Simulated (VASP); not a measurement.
# W (Fm-3m) in VASP: a series of runs, part 2 of 2

VASP 6.6.1.

### 4 Electric field gradients, PBEsol (volume scaled by 1.04)

File INCAR:

```
  PREC = Accurate
  ENCUT = 520
  EDIFF = 1E-8
  ISMEAR = -1
  SIGMA = 0.05
  LREAL = False
  LASPH = True
  NELM = 60
  ALGO = Normal
  ISIF = 2
  LWAVE = False
  LCHARG = False
  GGA = PS
  LEFG = True
  NBANDS = 13
```

File KPOINTS:

```
regular mesh
0
Gamma
  14 14 14
```

File POSCAR:

```
W
1.0
    0.0000000000      2.0567135898      2.0567135898
    2.0567135898      0.0000000000      2.0567135898
    2.0567135898      2.0567135898      0.0000000000
W
1
Direct
    0.0000000000      0.0000000000      0.0000000000
```

Potentials or basis: VASP PAW PBE potentials, release 64 (W_sv).

Run with:

```sh
> cat potpaw_PBE.64/W_sv/POTCAR > POTCAR
> mpirun -np 1 vasp_std > vasp.out
```

OUTCAR:

```text
PREC = Accurate
   ENCUT = 520
   EDIFF = 1E-8
   ISMEAR = -1
   LREAL = False
   LASPH = True
   NELM = 60
   ISIF = 2
   GGA = PS

 ion  position               nearest neighbor table
   1  0.000  0.000  0.000-

  LATTYP: Found a face centered cubic cell.
 ALAT       =     4.1134271796

  Lattice vectors:

 A1 = (   0.0000000000,   2.0567135898,   2.0567135898)
 A2 = (   2.0567135898,   0.0000000000,   2.0567135898)
 A3 = (   2.0567135898,   2.0567135898,   0.0000000000)

Analysis of symmetry for initial positions (statically):
=====================================================================
 Subroutine PRICEL returns:
 Original cell was already a primitive cell.

 Routine SETGRP: Setting up the symmetry group for a
 face centered cubic supercell.
[... 565 lines left out ...]
  in kB     -212.8048849   -212.8048849   -212.8048849     -0.0000000     -0.0000000      0.0000000
  external PRESSURE =    -212.8048849 kB  Pullay stress =       0.0000000 kB

 VOLUME and BASIS-vectors are now :
 -----------------------------------------------------------------------------
  energy-cutoff  :      520.00
  volume of cell :       17.40
      direct lattice vectors                 reciprocal lattice vectors
     0.000000000  2.056713590  2.056713590    -0.243106285  0.243106285  0.243106285
     2.056713590  0.000000000  2.056713590     0.243106285 -0.243106285  0.243106285
     2.056713590  2.056713590  0.000000000     0.243106285  0.243106285 -0.243106285

 POSITION                                       TOTAL-FORCE (eV/Angst)
 -----------------------------------------------------------------------------------
      0.00000      0.00000      0.00000         0.000000      0.000000      0.000000
 -----------------------------------------------------------------------------------
    total drift:                               -0.000000      0.000000      0.000000

  FREE ENERGIE OF THE ION-ELECTRON SYSTEM (eV)
  ---------------------------------------------------
  free  energy   TOTEN  =       -13.2174150509 eV

  energy  without entropy=      -13.2060382330  energy(sigma->0) =      -13.21172664

 Electric field gradients (V/A^2)
---------------------------------------------------------------------
 ion       V_xx      V_yy      V_zz      V_xy      V_xz      V_yz
---------------------------------------------------------------------
   1       0.000     0.000    -0.000    -0.000    -0.000    -0.000
---------------------------------------------------------------------

 Electric field gradients after diagonalization (V/A^2)
 (convention: |V_zz| > |V_xx| > |V_yy|)
----------------------------------------------------------------------
 ion       V_xx      V_yy      V_zz     asymmetry (V_yy - V_xx)/ V_zz
----------------------------------------------------------------------
   1       0.000     0.000    -0.001       0.000
----------------------------------------------------------------------

           NMR quadrupolar parameters

 Cq : quadrupolar parameter    Cq=e*Q*V_zz/h
 eta: asymmetry parameters     (V_yy - V_xx)/ V_zz
 Q  : nuclear electric quadrupole moment in mb (millibarn)
----------------------------------------------------------------------
 ion       Cq(MHz)       eta       Q (mb)
----------------------------------------------------------------------
   1      -0.000       0.000       1.000
----------------------------------------------------------------------
```

Run time: 14 s. Hardware: 1 thread of Intel Xeon Platinum 8488C (Sapphire Rapids), shared host; peak memory 0.15 GiB.

Results:

```
Free energy            : -13.2174 eV
Pressure               : -21.3 GPa
Band gap on the k mesh : zero (band 7 reaches 12.30 eV, above the bottom of band 8 at 9.04 eV)
```

Caveat: without QUAD_EFG the Cq values of the log hold for a quadrupole moment of 1 mb, not for the nuclei; the PAW data sets were made with another functional, which shifts forces and pressure a little; spin-orbit coupling is left out, which moves the levels of the heavy elements.

### 5 Electric field gradients, PBEsol (volume scaled by 1.02)

File INCAR:

```
SYSTEM = W
PREC = Accurate ; ENCUT = 520
EDIFF = 1E-8 ; ISMEAR = -1
SIGMA = 0.05 ; LREAL = .False.
LASPH = .True. ; NELM = 60
ALGO = Normal ; ISIF = 2
LWAVE = .False. ; LCHARG = .False.
GGA = PS ; LEFG = .True.
NBANDS = 13
```

File KPOINTS:

```
regular mesh
0
Gamma
  14 14 14
  0 0 0
```

File POSCAR:

```
W
1.0
    0.0000000000      2.0434441004      2.0434441004
    2.0434441004      0.0000000000      2.0434441004
    2.0434441004      2.0434441004      0.0000000000
W
1
Direct
    0.0000000000      0.0000000000      0.0000000000
```

Potentials or basis: VASP PAW PBE potentials, release 64 (W_sv).

Run with:

```sh
> cat potpaw_PBE.64/W_sv/POTCAR > POTCAR
> mpirun -np 1 vasp_std > vasp.out
```

OUTCAR:

```text
SYSTEM = W
   PREC = Accurate
   ENCUT = 520
   EDIFF = 1E-8
   ISMEAR = -1
   LREAL = .False.
   LASPH = .True.
   NELM = 60
   ISIF = 2
   GGA = PS

 ion  position               nearest neighbor table
   1  0.000  0.000  0.000-

  LATTYP: Found a face centered cubic cell.
 ALAT       =     4.0868882008

  Lattice vectors:

 A1 = (   0.0000000000,   2.0434441004,   2.0434441004)
 A2 = (   2.0434441004,   0.0000000000,   2.0434441004)
 A3 = (   2.0434441004,   2.0434441004,   0.0000000000)

Analysis of symmetry for initial positions (statically):
=====================================================================
 Subroutine PRICEL returns:
 Original cell was already a primitive cell.

 Routine SETGRP: Setting up the symmetry group for a
 face centered cubic supercell.
[... 565 lines left out ...]
  in kB     -169.7705112   -169.7705112   -169.7705112      0.0000000     -0.0000000      0.0000000
  external PRESSURE =    -169.7705112 kB  Pullay stress =       0.0000000 kB

 VOLUME and BASIS-vectors are now :
 -----------------------------------------------------------------------------
  energy-cutoff  :      520.00
  volume of cell :       17.07
      direct lattice vectors                 reciprocal lattice vectors
     0.000000000  2.043444100  2.043444100    -0.244684941  0.244684941  0.244684941
     2.043444100  0.000000000  2.043444100     0.244684941 -0.244684941  0.244684941
     2.043444100  2.043444100  0.000000000     0.244684941  0.244684941 -0.244684941

 POSITION                                       TOTAL-FORCE (eV/Angst)
 -----------------------------------------------------------------------------------
      0.00000      0.00000      0.00000         0.000000      0.000000      0.000000
 -----------------------------------------------------------------------------------
    total drift:                               -0.000000      0.000000     -0.000000

  FREE ENERGIE OF THE ION-ELECTRON SYSTEM (eV)
  ---------------------------------------------------
  free  energy   TOTEN  =       -13.2572904188 eV

  energy  without entropy=      -13.2463667849  energy(sigma->0) =      -13.25182860

 Electric field gradients (V/A^2)
---------------------------------------------------------------------
 ion       V_xx      V_yy      V_zz      V_xy      V_xz      V_yz
---------------------------------------------------------------------
   1      -0.000    -0.000     0.000    -0.000    -0.000    -0.000
---------------------------------------------------------------------

 Electric field gradients after diagonalization (V/A^2)
 (convention: |V_zz| > |V_xx| > |V_yy|)
----------------------------------------------------------------------
 ion       V_xx      V_yy      V_zz     asymmetry (V_yy - V_xx)/ V_zz
----------------------------------------------------------------------
   1       0.000     0.000    -0.001       0.000
----------------------------------------------------------------------

           NMR quadrupolar parameters

 Cq : quadrupolar parameter    Cq=e*Q*V_zz/h
 eta: asymmetry parameters     (V_yy - V_xx)/ V_zz
 Q  : nuclear electric quadrupole moment in mb (millibarn)
----------------------------------------------------------------------
 ion       Cq(MHz)       eta       Q (mb)
----------------------------------------------------------------------
   1      -0.000       0.000       1.000
----------------------------------------------------------------------
```

OSZICAR:

```text
N       E                     dE             d eps       ncg     rms          rms(c)
DAV:   1     0.826021866530E+02    0.82602E+02   -0.73267E+03  2720   0.120E+03
DAV:   2    -0.123496542410E+02   -0.94952E+02   -0.91530E+02  3034   0.313E+02
DAV:   3    -0.139886444414E+02   -0.16390E+01   -0.16310E+01  2979   0.395E+01
DAV:   4    -0.139958425979E+02   -0.71982E-02   -0.71968E-02  3024   0.290E+00
DAV:   5    -0.139959096355E+02   -0.67038E-04   -0.67037E-04  2974   0.264E-01    0.183E+01
DAV:   6    -0.134020112878E+02    0.59390E+00   -0.51678E-01  2884   0.921E+00    0.671E+00
DAV:   7    -0.132625198127E+02    0.13949E+00   -0.22589E-01  3009   0.569E+00    0.639E-01
DAV:   8    -0.132575122611E+02    0.50076E-02   -0.44482E-03  2734   0.889E-01    0.101E-01
DAV:   9    -0.132572874586E+02    0.22480E-03   -0.17538E-04  3084   0.143E-01    0.320E-02
DAV:  10    -0.132572902869E+02   -0.28283E-05   -0.79210E-06  2939   0.344E-02    0.180E-03
DAV:  11    -0.132572904896E+02   -0.20267E-06   -0.16027E-07  2944   0.431E-03    0.365E-04
DAV:  12    -0.132572904132E+02    0.76356E-07   -0.24382E-09  1927   0.650E-04    0.859E-05
DAV:  13    -0.132572904188E+02   -0.56239E-08   -0.40190E-10  1482   0.270E-04
   1 F= -.13257290E+02 E0= -.13251829E+02  d E =-.109236E-01
```

stdout:

```text
POSCAR found type information on POSCAR W
 POSCAR found :  1 types and       1 ions
 scaLAPACK will be used
 -----------------------------------------------------------------------------
|                                                                             |
|                                                                             |
|     You enforced a specific xc type in the INCAR file but a different       |
|     I HOPE YOU KNOW WHAT YOU ARE DOING!                                     |
|                                                                             |
 -----------------------------------------------------------------------------

 LDA part: xc-table for (Slater+PW92), standard interpolation
 POSCAR, INCAR and KPOINTS ok, starting setup
 FFT: planning ... GRIDC
 FFT: planning ... GRID_SOFT
 FFT: planning ... GRID
 WAVECAR not read
 entering main loop
ion   1
```

It took 15 s on 1 thread of Intel Xeon Platinum 8488C (Sapphire Rapids), shared host; peak memory 0.15 GiB.

Results:

```yaml
Free_energy: -13.2573 eV
Pressure: -17.0 GPa
Band_gap_on_the_k_mesh: zero (band 7 reaches 12.65 eV, above the bottom of band 8 at 9.27 eV)
```

Caveat: without QUAD_EFG the Cq values of the log hold for a quadrupole moment of 1 mb, not for the nuclei; the PAW data sets were made with another functional, which shifts forces and pressure a little; spin-orbit coupling is left out, which moves the levels of the heavy elements.

### 6 Electric field gradients, PBEsol (volume scaled by 1.02)

File INCAR:

```
  PREC = Accurate
  ENCUT = 520
  EDIFF = 1E-8
  ISMEAR = -1
  SIGMA = 0.05
  LREAL = F
  LASPH = T
  NELM = 80
  ALGO = Normal
  ISIF = 2
  LWAVE = F
  LCHARG = F
  GGA = PS
  LEFG = T
  NBANDS = 13
```

File KPOINTS:

```
regular mesh
0
Gamma
  14 14 14
```

POSCAR is that of step 5.

Potentials or basis: VASP PAW PBE potentials, release 64 (W_sv).

Run with:

```sh
> cat potpaw_PBE.64/W_sv/POTCAR > POTCAR
> mpirun -np 1 vasp_std > vasp.out
```

OUTCAR:

```text
PREC = Accurate
   ENCUT = 520
   EDIFF = 1E-8
   ISMEAR = -1
   LREAL = F
   LASPH = T
   NELM = 80
   ISIF = 2
   GGA = PS

 ion  position               nearest neighbor table
   1  0.000  0.000  0.000-

  LATTYP: Found a face centered cubic cell.
 ALAT       =     4.0868882008

  Lattice vectors:

 A1 = (   0.0000000000,   2.0434441004,   2.0434441004)
 A2 = (   2.0434441004,   0.0000000000,   2.0434441004)
 A3 = (   2.0434441004,   2.0434441004,   0.0000000000)

Analysis of symmetry for initial positions (statically):
=====================================================================
 Subroutine PRICEL returns:
 Original cell was already a primitive cell.

 Routine SETGRP: Setting up the symmetry group for a
 face centered cubic supercell.

 Subroutine GETGRP returns: Found 48 space group operations
[... 564 lines left out ...]
  external PRESSURE =    -169.7705112 kB  Pullay stress =       0.0000000 kB

 VOLUME and BASIS-vectors are now :
 -----------------------------------------------------------------------------
  energy-cutoff  :      520.00
  volume of cell :       17.07
      direct lattice vectors                 reciprocal lattice vectors
     0.000000000  2.043444100  2.043444100    -0.244684941  0.244684941  0.244684941
     2.043444100  0.000000000  2.043444100     0.244684941 -0.244684941  0.244684941
     2.043444100  2.043444100  0.000000000     0.244684941  0.244684941 -0.244684941

 POSITION                                       TOTAL-FORCE (eV/Angst)
 -----------------------------------------------------------------------------------
      0.00000      0.00000      0.00000         0.000000      0.000000      0.000000
 -----------------------------------------------------------------------------------
    total drift:                               -0.000000      0.000000     -0.000000

  FREE ENERGIE OF THE ION-ELECTRON SYSTEM (eV)
  ---------------------------------------------------
  free  energy   TOTEN  =       -13.2572904188 eV

  energy  without entropy=      -13.2463667849  energy(sigma->0) =      -13.25182860

 Electric field gradients (V/A^2)
---------------------------------------------------------------------
 ion       V_xx      V_yy      V_zz      V_xy      V_xz      V_yz
---------------------------------------------------------------------
   1      -0.000    -0.000     0.000    -0.000    -0.000    -0.000
---------------------------------------------------------------------

 Electric field gradients after diagonalization (V/A^2)
 (convention: |V_zz| > |V_xx| > |V_yy|)
----------------------------------------------------------------------
 ion       V_xx      V_yy      V_zz     asymmetry (V_yy - V_xx)/ V_zz
----------------------------------------------------------------------
   1       0.000     0.000    -0.001       0.000
----------------------------------------------------------------------

           NMR quadrupolar parameters

 Cq : quadrupolar parameter    Cq=e*Q*V_zz/h
 eta: asymmetry parameters     (V_yy - V_xx)/ V_zz
 Q  : nuclear electric quadrupole moment in mb (millibarn)
----------------------------------------------------------------------
 ion       Cq(MHz)       eta       Q (mb)
----------------------------------------------------------------------
   1      -0.000       0.000       1.000
----------------------------------------------------------------------
```

It took 18 s on 1 thread of Intel Xeon Platinum 8488C (Sapphire Rapids), shared host; peak memory 0.15 GiB.

Results:

```
Free energy            : -13.2573 eV
Pressure               : -17.0 GPa
Band gap on the k mesh : zero (band 7 reaches 12.65 eV, above the bottom of band 8 at 9.27 eV)
```

Caveat: without QUAD_EFG the Cq values of the log hold for a quadrupole moment of 1 mb, not for the nuclei; the PAW data sets were made with another functional, which shifts forces and pressure a little; spin-orbit coupling is left out, which moves the levels of the heavy elements.

### 7 Overview

| cell | gap on the mesh (eV) | pressure (GPa) |
| --- | --- | --- |
| a = 2.861 Å, angles 60.0°, 1 atom | none | -9.6 |
| a = 2.909 Å, angles 60.0°, 1 atom | none | -21.3 |
| a = 2.890 Å, angles 60.0°, 1 atom | none | -17.0 |

Alike in all rows: task electric field gradients; level PBEsol; potentials or basis VASP PAW PBE potentials, release 64 (W_sv); no spin polarisation; k mesh 14 × 14 × 14; cutoff (eV) 520; smearing fermi-dirac 0.05 eV.

Caveats: the PAW data sets were made with another functional, which shifts forces and pressure a little; spin-orbit coupling is left out, which moves the levels of the heavy elements.

Total energies depend on the potentials used, so only differences within one code and one set of settings carry meaning.
